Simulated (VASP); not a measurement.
# NaSr (R-3m) in VASP: single point with PBE

Aim: the single point of NaSr with PBE.

All numbers are computed with VASP 6.6.1; they aren't measurements. Logs are shortened: lines on timing, memory, paths and dates and some standing lists are left out, and cuts for length are marked.

## Step 1: The cell of the first run

It takes space group R-3m (No. 166, trigonal). The conventional cell has a = 4.154 Å, b = 4.154 Å, c = 19.513 Å, α = 90.00°, β = 90.00°, γ = 120.00°. Na (site symmetry -3m) has 6 Sr at 4.04 Å and 6 Na at 4.15 Å within 5.3 Å. Sr (site symmetry -3m) has 6 Na at 4.04 Å and 6 Sr at 4.15 Å within 5.3 Å.

## Step 2: Single point, PBE

INCAR reads:

```
SYSTEM = NaSr
PREC     = Accurate       ! precision mode
ENCUT    = 520            ! plane-wave cutoff, eV
EDIFF    = 1E-6           ! SCF threshold, eV
ISMEAR   = 0              ! smearing method
SIGMA    = 0.1            ! smearing width, eV
LREAL    = .False.        ! projectors in reciprocal space
LASPH    = .True.         ! aspherical terms in the spheres
NELM     = 60             ! most SCF steps
ALGO     = Fast           ! electronic algorithm
ISIF     = 2              ! what is computed and relaxed
LWAVE    = .False.        ! write WAVECAR
LCHARG   = .True.         ! write CHGCAR
GGA      = PE             ! functional
LELF     = .True.         ! ELF
LVHAR    = .True.       
NBANDS   = 16             ! bands
```

KPOINTS reads:

```
regular mesh
0
Gamma
  6 6 6
  0 0 0
```

POSCAR reads:

```
NaSr
1.0
    2.0769749000      1.1991420000      6.5044597000
   -2.0769749000      1.1991420000      6.5044597000
    0.0000000000     -2.3982840000      6.5044597000
Na Sr
1 1
Direct
    0.0000000000      0.0000000000      0.0000000000
    0.5000000000      0.5000000000      0.5000000000
```

Potentials or basis: VASP PAW PBE potentials, release 64 (Na_pv, Sr_sv).

Command:

```sh
$ cat potpaw_PBE.64/Na_pv/POTCAR potpaw_PBE.64/Sr_sv/POTCAR > POTCAR
$ mpirun -np 1 vasp_std > vasp.out
```

OUTCAR:

```text
SYSTEM = NaSr
   PREC = Accurate
   ENCUT = 520
   EDIFF = 1E-6
   ISMEAR = 0
   LREAL = .False.
   LASPH = .True.
   NELM = 60
   ISIF = 2
   GGA = PE

 ion  position               nearest neighbor table
   1  0.000  0.000  0.000-
   2  0.500  0.500  0.500-

  LATTYP: Found a trigonal (rhomboedric) cell.
 ALAT       =     6.9325148583
 COS(alpha) =     0.8204808125

  Lattice vectors:

 A1 = (   2.0769749000,   1.1991420000,   6.5044597000)
 A2 = (  -2.0769749000,   1.1991420000,   6.5044597000)
 A3 = (   0.0000000000,  -2.3982840000,   6.5044597000)

Analysis of symmetry for initial positions (statically):
=====================================================================
 Subroutine PRICEL returns:
 Original cell was already a primitive cell.

 Routine SETGRP: Setting up the symmetry group for a
 trigonal (rhombohedral) supercell.

 Subroutine GETGRP returns: Found 12 space group operations
 (whereof 12 operations were pure point group operations)
 out of a pool of 12 trial point group operations.

The static configuration has the point symmetry D_3d.

Analysis of symmetry for dynamics (positions and initial velocities):
=====================================================================
 Subroutine PRICEL returns:
 Original cell was already a primitive cell.

 Routine SETGRP: Setting up the symmetry group for a
 trigonal (rhombohedral) supercell.

 Subroutine GETGRP returns: Found 12 space group operations
 (whereof 12 operations were pure point group operations)
 out of a pool of 12 trial point group operations.

The dynamic configuration has the point symmetry D_3d.

 Subroutine INISYM returns: Found 12 space group operations
 (whereof 12 operations are pure point group operations),
 and found     1 'primitive' translations

----------------------------------------------------------------------------------------

                                     Primitive cell

  volume of cell :      97.1996

  direct lattice vectors                    reciprocal lattice vectors
     2.076974900  1.199142000  6.504459700     0.240734734  0.138988265  0.051246890
    -2.076974900  1.199142000  6.504459700    -0.240734734  0.138988265  0.051246890
     0.000000000 -2.398284000  6.504459700     0.000000000 -0.277976531  0.051246890

  length of vectors
     6.932514858  6.932514858  6.932514849     0.282660917  0.282660917  0.282660920

  position of ions in fractional coordinates (direct lattice)
     0.000000000  0.000000000  0.000000000
     0.500000000  0.500000000  0.500000000

  ion indices of the primitive-cell ions
   primitive index   ion index
                 1           1
                 2           2

----------------------------------------------------------------------------------------

 KPOINTS: regular mesh

Automatic generation of k-mesh.
 Grid dimensions read from file:
 generate k-points for:    6    6    6

 Generating k-lattice:

  Cartesian coordinates                     Fractional coordinates (reciprocal lattice)
     0.040122456  0.023164711  0.008541148     0.166666667  0.000000000  0.000000000
    -0.040122456  0.023164711  0.008541148     0.000000000  0.166666667  0.000000000
     0.000000000 -0.046329422  0.008541148     0.000000000  0.000000000  0.166666667

  Length of vectors
     0.047110153  0.047110153  0.047110153

  Shift w.r.t. Gamma in fractional coordinates (k-lattice)
     0.000000000  0.000000000  0.000000000

 Subroutine IBZKPT returns following result:
 ===========================================

 Found     32 irreducible k-points:

 Following reciprocal coordinates:
            Coordinates               Weight
  0.000000  0.000000  0.000000      1.000000
  0.166667 -0.000000  0.000000      6.000000
  0.333333 -0.000000  0.000000      6.000000
  0.500000 -0.000000  0.000000      3.000000
  0.166667  0.166667  0.000000      6.000000
  0.333333  0.166667  0.000000     12.000000
[... 16 lines left out ...]
  0.500000  0.500000  0.166667      6.000000
 -0.333333  0.500000  0.166667     12.000000
 [... further k-points ...]
   k-points           NKPTS =     32   k-points in BZ     NKDIM =     32   number of bands    NBANDS=     16
   number of dos      NEDOS =    301   number of ions     NIONS =      2
   total plane-waves  NPLWV = 157464
   dimension x,y,z NGX =    54 NGY =   54 NGZ =   54
   dimension x,y,z NGXF=   108 NGYF=  108 NGZF=  108
   ions per type =               1   1
   NGX,Y,Z   is equivalent  to a cutoff of  12.95, 12.95, 12.95 a.u.
   NGXF,Y,Z  is equivalent  to a cutoff of  25.90, 25.90, 25.90 a.u.
 SYSTEM =  NaSr
   PREC   = accura    normal or accurate (medium, high low for compatibility)
   ISTART =      0    job   : 0-new  1-cont  2-samecut
   ICHARG =      2    charge: 1-file 2-atom 10-const
   ISPIN  =      1    spin polarized calculation?
   LNONCOLLINEAR =      F non collinear calculations
   LSORBIT =      F    spin-orbit coupling
   LASPH  =      T    aspherical Exc in radial PAW
   ENCUT  =  520.0 eV  38.22 Ry    6.18 a.u.  12.89 12.89 12.89*2*pi/ulx,y,z
   NELM   =     60;   NELMIN=  2; NELMDL= -5     # of ELM steps
   EDIFF  = 0.1E-05   stopping-criterion for ELM
   LREAL  =      F    real-space projection
   EDIFFG = 0.1E-04   stopping-criterion for IOM
   NSW    =      0    number of steps for IOM
   IBRION =     -1    ionic relax: 0-MD 1-quasi-New 2-CG
   NFREE  =      0    steps in history (QN), initial steepest desc. (CG)
   ISIF   =      2    stress and relaxation
   ISYM   =      2    0-nonsym 1-usesym 2-fastsym
   POTIM  = 0.5000    time-step for ionic-motion
   TEBEG  =    0.0;   TEEND  =   0.0 temperature during run
   PSTRESS=    0.0 pullay stress
   NELECT =      17.0000    total number of electrons
   NUPDOWN=      -1.0000    fix difference up-down
   EMIN   =  10.00;   EMAX   =-10.00  energy-range for DOS
   EFERMI =   0.00;   METHOD = LEGACY
   ISMEAR =     0;   SIGMA  =   0.10  broadening in eV -4-tet -1-fermi 0-gaus
   EFERMI_NEDOS =   21; number of points for ismear=-14 and -15
   IALGO  =     68    algorithm
   IMIX   =      4    mixing-type and parameters
     AMIX     =   0.40;   BMIX     =  1.00
     AMIX_MAG =   1.60;   BMIX_MAG =  1.00
  volume/ion in A,a.u.               =      48.60       327.97
  Fermi-wavevector in a.u.,A,eV,Ry     =   0.915524  1.730089 11.404186  0.838184
  Thomas-Fermi vector in A             =   2.040275
   LORBIT       =      0    0 simple, 1 ext, 2 COOP (PROOUT), +10 PAW based schemes
   GGA     = PE    functional components
   LHFCALC =     F    Hartree Fock is set to
   AEXX    =    0.0000 exact exchange contribution
   IVDW    =     0    specifies the selected vdW correction
   LEPSILON=     F    determine dielectric tensor
   LRPA    =     F    only Hartree local field effects (RPA)
 non-spin polarized calculation
 RMM-DIIS sequential band-by-band and
 Gauss-broadening in eV      SIGMA  =   0.10
  energy-cutoff  :      520.00
  volume of cell :       97.20
 maximum number of plane-waves:      2655
 NGX is ok and might be reduce to    54
   NGX = 25   NGY = 25   NGZ = 25

 number of electron      17.0000003 magnetization

 Free energy of the ion-electron system (eV)
  ---------------------------------------------------
  ext. energy  EPLUGINS =         0.00000000
  ---------------------------------------------------
  free energy    TOTEN  =        -2.82008821 eV

  energy without entropy =       -2.80979416  energy(sigma->0) =       -2.81494119

 E-fermi :   0.8402     XC(G=0):  -6.8389

 val. band max:        0.8389593696   @ k =  -0.3333   0.1667   0.1667
 cond. band min:       0.8588195863   @ k =   0.5000  -0.0000   0.0000
 fundamental gap:      0.0198602167
 Fermi energy:         0.8402402693

 k-point     1 :       0.0000    0.0000    0.0000
  band No.  band energies     occupation
      1     -35.8957      2.00000
      2     -23.8637      2.00000
      3     -23.8544      2.00000
      4     -23.8544      2.00000
      5     -17.8987      2.00000
      6     -17.7723      2.00000
[... 8 lines left out ...]
     15       5.4582      0.00000
     16       8.2947      0.00000

 k-point     2 :       0.1667   -0.0000    0.0000
  band No.  band energies     occupation
      1     -35.8923      2.00000
      2     -23.8634      2.00000
      3     -23.8565      2.00000
      4     -23.8549      2.00000
      5     -17.8920      2.00000
      6     -17.8219      2.00000
[... 8 lines left out ...]
     15       5.5156      0.00000
     16       7.4485      0.00000

 k-point     3 :       0.3333   -0.0000    0.0000
  band No.  band energies     occupation
      1     -35.8856      2.00000
      2     -23.8628      2.00000
      3     -23.8608      2.00000
      4     -23.8560      2.00000
      5     -17.9189      2.00000
      6     -17.8785      2.00000
[... 8 lines left out ...]
     15       5.4356      0.00000
     16       6.0684      0.00000

 k-point     4 :       0.5000   -0.0000    0.0000
  band No.  band energies     occupation
      1     -35.8823      2.00000
      2     -23.8629      2.00000
      3     -23.8625      2.00000
      4     -23.8565      2.00000
      5     -17.9664      2.00000
      6     -17.8717      2.00000
[... 8 lines left out ...]
     15       5.9236      0.00000
     16       5.9575      0.00000

 k-point     5 :       0.1667    0.1667    0.0000
  band No.  band energies     occupation
      1     -35.8923      2.00000
      2     -23.8634      2.00000
      3     -23.8565      2.00000
      4     -23.8549      2.00000
      5     -17.8920      2.00000
      6     -17.8219      2.00000
[... 8 lines left out ...]
     15       5.6357      0.00000
     16       7.7838      0.00000

 k-point     6 :       0.3333    0.1667    0.0000
  band No.  band energies     occupation
      1     -35.8873      2.00000
      2     -23.8630      2.00000
      3     -23.8593      2.00000
      4     -23.8561      2.00000
      5     -17.8856      2.00000
      6     -17.8819      2.00000
[... 8 lines left out ...]
     15       5.9162      0.00000
     16       6.4265      0.00000

 k-point     7 :       0.5000    0.1667    0.0000
  band No.  band energies     occupation
      1     -35.8823      2.00000
      2     -23.8625      2.00000
      3     -23.8618      2.00000
      4     -23.8576      2.00000
      5     -17.9418      2.00000
      6     -17.8717      2.00000
[... 8 lines left out ...]
     15       5.9694      0.00000
     16       6.2933      0.00000

 k-point     8 :      -0.3333    0.1667   -0.0000
  band No.  band energies     occupation
      1     -35.8823      2.00000
      2     -23.8625      2.00000
      3     -23.8618      2.00000
      4     -23.8576      2.00000
      5     -17.9418      2.00000
      6     -17.8717      2.00000
[... 8 lines left out ...]
     15       6.0569      0.00000
     16       6.2423      0.00000

 k-point     9 :      -0.1667    0.1667    0.0000
  band No.  band energies     occupation
      1     -35.8873      2.00000
      2     -23.8630      2.00000
      3     -23.8593      2.00000
      4     -23.8561      2.00000
      5     -17.8857      2.00000
      6     -17.8818      2.00000
[... 8 lines left out ...]
     15       5.4217      0.00000
     16       6.8213      0.00000
[... 172 lines left out ...]
 k-point    19 :       0.3333    0.3333    0.1667
  band No.  band energies     occupation
      1     -35.8923      2.00000
      2     -23.8634      2.00000
      3     -23.8565      2.00000
      4     -23.8549      2.00000
      5     -17.8924      2.00000
      6     -17.8219      2.00000
[... 8 lines left out ...]
     15       6.1791      0.00000
     16       7.6711      0.00000

 k-point    20 :       0.5000    0.3333    0.1667
  band No.  band energies     occupation
      1     -35.8873      2.00000
      2     -23.8630      2.00000
      3     -23.8593      2.00000
      4     -23.8561      2.00000
      5     -17.8856      2.00000
      6     -17.8822      2.00000
[... 8 lines left out ...]
     15       5.9929      0.00000
     16       6.9551      0.00000

 k-point    21 :      -0.3333    0.3333    0.1667
  band No.  band energies     occupation
      1     -35.8823      2.00000
      2     -23.8625      2.00000
      3     -23.8618      2.00000
      4     -23.8576      2.00000
      5     -17.9417      2.00000
      6     -17.8718      2.00000
[... 8 lines left out ...]
     15       5.8796      0.00000
     16       6.1811      0.00000

 k-point    22 :      -0.1667    0.3333    0.1667
  band No.  band energies     occupation
      1     -35.8823      2.00000
      2     -23.8626      2.00000
      3     -23.8618      2.00000
      4     -23.8576      2.00000
      5     -17.9418      2.00000
      6     -17.8717      2.00000
[... 8 lines left out ...]
     15       5.8995      0.00000
     16       6.2549      0.00000

 k-point    23 :       0.5000    0.5000    0.1667
  band No.  band energies     occupation
      1     -35.8856      2.00000
      2     -23.8628      2.00000
      3     -23.8608      2.00000
      4     -23.8560      2.00000
      5     -17.9188      2.00000
      6     -17.8787      2.00000
[... 8 lines left out ...]
     15       5.7829      0.00000
     16       6.6051      0.00000

 k-point    24 :      -0.3333    0.5000    0.1667
  band No.  band energies     occupation
      1     -35.8823      2.00000
      2     -23.8626      2.00000
      3     -23.8618      2.00000
      4     -23.8576      2.00000
      5     -17.9417      2.00000
      6     -17.8718      2.00000
[... 8 lines left out ...]
     15       5.6675      0.00000
     16       6.1528      0.00000

 [... further k-points ...]
[... 5 lines left out ...]
  --------------------------------------------------------------------------------------
  -------------------------------------------------------------------------------------
  Total       -0.0813043     -0.0813043      0.1458819      0.0000000      0.0000000      0.0000000
  in kB       -1.3401691     -1.3401691      2.4046272      0.0000000      0.0000000      0.0000000
  external PRESSURE =      -0.0919037 kB  Pullay stress =       0.0000000 kB

 VOLUME and BASIS-vectors are now :
 -----------------------------------------------------------------------------
  energy-cutoff  :      520.00
  volume of cell :       97.20
      direct lattice vectors                 reciprocal lattice vectors
     2.076974900  1.199142000  6.504459700     0.240734734  0.138988265  0.051246890
    -2.076974900  1.199142000  6.504459700    -0.240734734  0.138988265  0.051246890
     0.000000000 -2.398284000  6.504459700     0.000000000 -0.277976531  0.051246890

 POSITION                                       TOTAL-FORCE (eV/Angst)
 -----------------------------------------------------------------------------------
      0.00000      0.00000      0.00000         0.000000      0.000000     -0.000000
      0.00000      0.00000      9.75669         0.000000     -0.000000      0.000000
 -----------------------------------------------------------------------------------
    total drift:                                0.000000     -0.000000      0.000000

  FREE ENERGIE OF THE ION-ELECTRON SYSTEM (eV)
  ---------------------------------------------------
  free  energy   TOTEN  =        -2.8200882146 eV

  energy  without entropy=       -2.8097941609  energy(sigma->0) =       -2.81494119
```

Wall time 69 s (1 thread of Intel Xeon 6975P-C (Granite Rapids), shared host); peak memory 0.4 GiB.

What came out:

```
Free energy : -2.8201 eV
Pressure    : 0.0 GPa
```

Stress tensor (GPa, compression positive):
```
-0.13  0.00  0.00
 0.00 -0.13  0.00
 0.00  0.00  0.24
```
